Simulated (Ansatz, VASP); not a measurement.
**Two plane-wave programs on GaN**

```
CELL_PARAMETERS angstrom
-0.01068 2.13524 2.13524
2.12456 0.00000 2.12456
2.13524 2.13524 -0.01068
ATOMIC_POSITIONS crystal
Ga 0.00000 0.00000 0.00000
N 0.50000 0.50000 0.50000
```

Change from the starting cell: strain -0.0100 x Voigt [0, 0, 0, 0, 1, 0], atoms carried along.

Alike in both runs: task single point; functional LDA; k mesh 14 × 14 × 14; occupations gaussian, width 0.03 eV; no spin polarisation.

|  | VASP | Ansatz |
| --- | --- | --- |
| version | VASP 6.6.1 | Ansatz 0.2.0 |
| potentials or method | VASP PAW LDA potentials, release 64 (Ga_d, N_h), cutoff 1330 eV | scalar-relativistic, plane waves, PAW |
| valence electrons in the cell | 18 | 18 |

```tsv
	VASP	Ansatz	Ansatz less VASP
gap on the k mesh at the Fermi level (eV)	0.18	0.16	-0.021
least direct gap on the mesh (eV)	2.38	2.35	-0.030
pressure (GPa)	-12.7	-13.7	-0.96
traceless stress, the component that is largest in VASP (GPa)	2.09	2.09	0.000
```

LDA's correlation is that of Perdew and Zunger in VASP and of Perdew and Wang (1992) in Ansatz.
